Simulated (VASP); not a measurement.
A run of VASP 6.6.1 is set up as follows.

INCAR

```
SYSTEM = Al
PREC = Accurate
ENCUT = 520
EDIFF = 1E-6
ISMEAR = 0
SIGMA = 0.1
LREAL = .False.
LASPH = .True.
NELM = 80
ALGO = Fast
ISIF = 2
LWAVE = .False.
LCHARG = .False.
LDIPOL = .True.
IDIPOL = 3
DIPOL = 0.5 0.5 0.500
GGA = CA
NBANDS = 26
```

Contents of KPOINTS:

```
Automatic mesh
0
Gamma
  12 9 1
  0 0 0
```

POSCAR

```
Al
1.0
    2.8168441069      0.0000000000      0.0000000000
    0.0000000000      3.9836191391      0.0000000000
    0.0000000000      0.0000000000     27.6757984811
Al
10
Direct
    0.5000000000      0.5000000000      0.2709948913
    0.0000000000      0.0000000000      0.3218849154
    0.5000000000      0.5000000000      0.3727749396
    0.0000000000      0.0000000000      0.4236649638
    0.5000000000      0.5000000000      0.4745549879
    0.0000000000      0.0000000000      0.5254450121
    0.5000000000      0.5000000000      0.5763350362
    0.0000000000      0.0000000000      0.6272250604
    0.5000000000      0.5000000000      0.6781150846
    0.0000000000      0.0000000000      0.7290051087
```

Potentials or basis: VASP PAW LDA potentials, release 64 (Al).

Command:

```console
$ cat potpaw_LDA.64/Al/POTCAR > POTCAR
$ mpirun -np 1 vasp_std > vasp.out
```

(1) Predict the band gap on the k mesh.

(2) What does it give for the largest force?

Results:

(1) zero (band 15 reaches 3.55 eV, above the bottom of band 16 at 0.47 eV).

(2) 0.211 eV/Å.
